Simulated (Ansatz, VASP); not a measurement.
## CO2 in VASP and in Ansatz

Contents of INCAR:

```
SYSTEM = CO2
PREC = Accurate ; ENCUT = 520
EDIFF = 1E-7 ; ISMEAR = 0
SIGMA = 0.05 ; LREAL = .FALSE.
LASPH = .TRUE. ; NELM = 100
ALGO = Normal ; ISIF = 2
LWAVE = .FALSE. ; LCHARG = .FALSE.
GGA = PE ; NBANDS = 44
```

Contents of KPOINTS:

```
regular mesh
0
G
  4 4 4
  0 0 0
```

Contents of POSCAR:

```
CO2
1.0
    5.5592488458      0.0000000000      0.0000000000
    0.0000000000      5.5592488458      0.0000000000
    0.0000000000      0.0000000000      6.2719445479
C O
4 8
Direct
    0.0000000000      0.0000000000      0.0000000000
    0.5000000000      0.0000000000      0.5000000000
    0.5000000000      0.5000000000      0.0000000000
    0.0000000000      0.5000000000      0.5000000000
    0.1114834447      0.1114834447      0.1114834447
    0.3885165553      0.8885165553      0.6114834447
    0.6114834447      0.3885165553      0.8885165553
    0.8885165553      0.6114834447      0.3885165553
    0.8885165553      0.8885165553      0.8885165553
    0.6114834447      0.1114834447      0.3885165553
    0.3885165553      0.6114834447      0.1114834447
    0.1114834447      0.3885165553      0.6114834447
```

Input for Ansatz:

```yaml
crystal:
  lattice:
    - [5.5592488458, 0.0, 0.0]
    - [0.0, 5.5592488458, 0.0]
    - [0.0, 0.0, 6.2719445479]
  atoms:
    - { symbol: C, position: [0.0, 0.0, 0.0] }
    - { symbol: C, position: [0.5, 0.0, 0.5] }
    - { symbol: C, position: [0.5, 0.5, 0.0] }
    - { symbol: C, position: [0.0, 0.5, 0.5] }
    - { symbol: O, position: [0.1114834447, 0.1114834447, 0.1114834447] }
    - { symbol: O, position: [0.3885165553, 0.8885165553, 0.6114834447] }
    - { symbol: O, position: [0.6114834447, 0.3885165553, 0.8885165553] }
    - { symbol: O, position: [0.8885165553, 0.6114834447, 0.3885165553] }
    - { symbol: O, position: [0.8885165553, 0.8885165553, 0.8885165553] }
    - { symbol: O, position: [0.6114834447, 0.1114834447, 0.3885165553] }
    - { symbol: O, position: [0.3885165553, 0.6114834447, 0.1114834447] }
    - { symbol: O, position: [0.1114834447, 0.3885165553, 0.6114834447] }
basis:
  ecutwfc: 520.0
kpoints:
  mp_grid: { grid: [4, 4, 4] }
hamiltonian:
  xc: pbe
scf:
  occupations: { method: gaussian, width: 0.05 }
output:
  forces: true
  stress: true
  eigenvalues: true
```

Alike in both runs: task single point; functional PBE; k mesh 4 × 4 × 4; occupations gaussian, width 0.05 eV; no spin polarisation.

```csv
,VASP,Ansatz
version,VASP 6.6.1,Ansatz 0.2.0
potentials or method,"VASP PAW PBE potentials, release 64 (C, O), cutoff 520 eV","scalar-relativistic, plane waves, PAW"
valence electrons in the cell,64,64
```

Ansatz gave:

| Quantity | Value |
| --- | --- |
| gap on the k mesh at the Fermi level (eV) | 6.98 |
| least direct gap on the mesh (eV) | 6.98 |
| pressure (GPa) | 14.8 |
| traceless stress, the component that is largest in VASP (GPa) | 1.93 |
| rms of the force components (eV/Å) | 2.731 |

What did VASP give for the same quantities?

gap on the k mesh at the Fermi level (eV): 6.97; least direct gap on the mesh (eV): 6.97; pressure (GPa): 16.7; traceless stress, the component that is largest in VASP (GPa): 2.29; rms of the force components (eV/Å): 3.162.

Atom by atom the forces differ by 0.431 eV/Å (rms over components).

Noted on VASP's run: the standard files for N, O and F lose accuracy on very short bonds.
